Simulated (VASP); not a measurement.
Input of a VASP 6.6.1 run:

The input INCAR:

```
SYSTEM = H18CO10
PREC = Accurate ; ENCUT = 520
EDIFF = 1E-6 ; ISMEAR = -1
SIGMA = 0.05 ; LREAL = .FALSE.
LASPH = .TRUE. ; NELM = 120
ALGO = Normal ; ISIF = 2
LWAVE = .FALSE. ; LCHARG = .FALSE.
GGA = PS ; NBANDS = 61
GGA_COMPAT = .FALSE.
```

File KPOINTS:

```
regular mesh
0
G
  1 1 1
  0 0 0
```

The input POSCAR:

```
H18CO10
1.0
    6.9333820000      0.0000000000      0.0000000000
    0.0000000000      6.9333820000      0.0000000000
    0.0000000000      0.0000000000      6.9333820000
O H C
10 18 1
Direct
    0.9941468680      0.8789938301      0.7575956438
    0.0700523929      1.0651367543      0.2726952013
    0.0851388255      0.2527049570      0.7809464414
    0.6812115646      0.2088158420     -0.0018894098
    0.6855673032      0.2961181138      0.3776656183
    0.3800021404      0.4278575737      0.8335037648
   -0.0072403338      0.3962712569      0.4567900629
    0.4658909606      0.9142147368      1.0784347379
    0.6396445486      0.9529981184      0.5935342954
    0.3808675189      0.8165856144      0.7189564919
    1.1065306945      1.1079008772      0.7894848430
    1.0644588745      0.7721195803      0.6923605248
    0.1691670818      1.0006083611      0.2126956224
    0.0567255634      0.9807190776      0.3917424426
    0.0201777430      0.3358389888      0.5898564366
    0.1945515190      0.3374110932      0.8255567052
    0.8098068158      0.1789314363     -0.0671966437
    0.6094572605      0.0892782195      0.0225286880
    0.6770577476      0.2858489551      0.2272051360
    0.6932691722      0.1612488682      0.4289248739
    0.4353286751      0.5564384019      0.8076001005
    0.4925734656      0.3399639599      0.8531911266
   -0.1649699959      0.3681897233      0.4183816787
    0.0683504818      0.3016132675      0.3887857326
    0.4530400892      0.8920466231      0.9281040623
    0.5835968651      0.8340518379      1.1045114779
    0.8676141023      0.8745227077      0.7162738185
    0.4226364565      0.8266672744      0.4256508584
    0.4887802230      0.8684506349      0.5780440195
```

Potentials or basis: VASP PAW PBE potentials, release 64 (O, H, C).

The run is started by

```bash
$ cat potpaw_PBE.64/O/POTCAR potpaw_PBE.64/H/POTCAR potpaw_PBE.64/C/POTCAR > POTCAR
$ mpirun -np 1 vasp_gam > vasp.out
```

(1) Predict the largest force.

(2) Estimate the pressure.

Results:

(1) 4.406 eV/Å.

(2) 1.0 GPa.

Caveat: the k points lie up to 0.91 Å⁻¹ apart; the atoms stand as in a frame of molecular dynamics; the PAW data sets were made with another functional, which shifts forces and pressure a little.
